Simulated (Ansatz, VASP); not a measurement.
**Rh in VASP and in Ansatz**

```
CELL_PARAMETERS angstrom
2.73098 0.00000 0.00000
-1.36549 2.36510 0.00000
0.00000 0.00000 4.42849
ATOMIC_POSITIONS crystal
Rh 0.66667 0.33333 0.75000
Rh 0.33333 0.66667 0.25000
```

Alike in both runs: task single point; functional LDA; k mesh 10 × 10 × 5; occupations gaussian, width 0.1 eV; no spin polarisation.

|  | VASP | Ansatz |
| --- | --- | --- |
| version | VASP 6.6.1 | Ansatz 0.2.0 |
| potentials or method | VASP PAW LDA potentials, release 64 (Rh_pv), cutoff 520 eV | plane waves, PAW |
| valence electrons in the cell | 30 | 34 |

|  | VASP | Ansatz | Ansatz less VASP |
| --- | --- | --- | --- |
| pressure (GPa) | -18.7 | -19.4 | -0.70 |
| traceless stress, the component that is largest in VASP (GPa) | 0.16 | 0.15 | -0.007 |

LDA's correlation is that of Perdew and Zunger in VASP and of Perdew and Wang (1992) in Ansatz. VASP's potentials hold 30 valence electrons a cell and Ansatz's 34, so a difference there can come from the potentials and not from the codes.
